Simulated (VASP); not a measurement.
Wanted: the native input for a VASP 6.6.1 run.

```yaml
Task: relaxation of cell and atoms
Functional: r2SCAN
Potentials_or_basis: VASP PAW PBE potentials, release 64 (Ti_sv, O)
Cutoff: 600 eV
k_mesh: 18 × 18 × 8
Occupations: gaussian, width 0.1 eV
Spin: no spin polarisation
Dipole_correction: no
Further_INCAR_settings: ALGO = Normal; EDIFF = 1e-06; IBRION = 2; EDIFFG = -0.005; NSW = 100; ISIF = 3
```

Crystal: TiO.

```
Ti O
1.0
     2.85161    0.00000    0.00000
    -1.42580    2.46956    0.00000
     0.00000    0.00000    5.56750
Ti O
2 2
Direct
  0.33333 0.66667 0.25000
  0.66667 0.33333 0.75000
  0.00000 0.00000 0.00000
  0.00000 0.00000 0.50000
```

The input as run:

POSCAR

```
TiO
1.0
    2.8516080131      0.0000000000      0.0000000000
   -1.4258040066      2.4695649810      0.0000000000
    0.0000000000      0.0000000000      5.5675030000
Ti O
2 2
Direct
    0.3333333300      0.6666666700      0.2500000000
    0.6666666700      0.3333333300      0.7500000000
    0.0000000000      0.0000000000      0.0000000000
    0.0000000000      0.0000000000      0.5000000000
```

INCAR.step1

```
SYSTEM = TiO
PREC = Accurate
ENCUT = 600
ISMEAR = 0
SIGMA = 0.1
LREAL = .False.
LASPH = .True.
NELM = 60
GGA = PE
ALGO = Normal
EDIFF = 1E-4
LWAVE = .True.
LCHARG = .False.
```

INCAR.step2

```
SYSTEM = TiO
PREC = Accurate
ENCUT = 600
EDIFF = 1E-6
ISMEAR = 0
SIGMA = 0.1
LREAL = .False.
LASPH = .True.
NELM = 60
ALGO = Normal
ISIF = 3
LWAVE = .False.
LCHARG = .False.
METAGGA = R2SCAN
LMIXTAU = .True.
IBRION = 2
NSW = 100
EDIFFG = -0.005
ISTART = 1
```

KPOINTS

```
Automatic mesh
0
Gamma
  18 18 8
  0 0 0
```

Potentials or basis: VASP PAW PBE potentials, release 64 (Ti_sv, O).

Launch:

```bash
$ cat potpaw_PBE.64/Ti_sv/POTCAR potpaw_PBE.64/O/POTCAR > POTCAR
$ cp INCAR.step1 INCAR
$ mpirun -np 1 vasp_std > vasp.out
$ cp INCAR.step2 INCAR
$ mpirun -np 1 vasp_std > vasp.out
```

It gave:

```
Relaxed volume                        : 9.64 Å³/atom
Relaxed cell                          : a = 2.831 Å, b = 2.831 Å, c = 5.557 Å, α = 90.00°, β = 90.00°, γ = 120.00°
Space group after relaxing (to 0.1 Å) : P6_3/mmc (No. 194)
Energy gained by relaxing             : 2.1 meV/atom
Ionic steps                           : 10
Pressure after relaxing               : 0.0 GPa
Band gap on the k mesh                : zero (bands 18 and 19 overlap by 0.03 eV)
```

Caveat: the PAW data sets were made with another functional, which shifts forces and pressure a little; semilocal functionals often make such compounds metallic where correlation or magnetic order opens a gap, which also shifts bond lengths.

It took 2.1 h on 1 thread of Oxide Virtual Turin-like Processor, with other jobs on the host, peak memory 0.29 GiB.
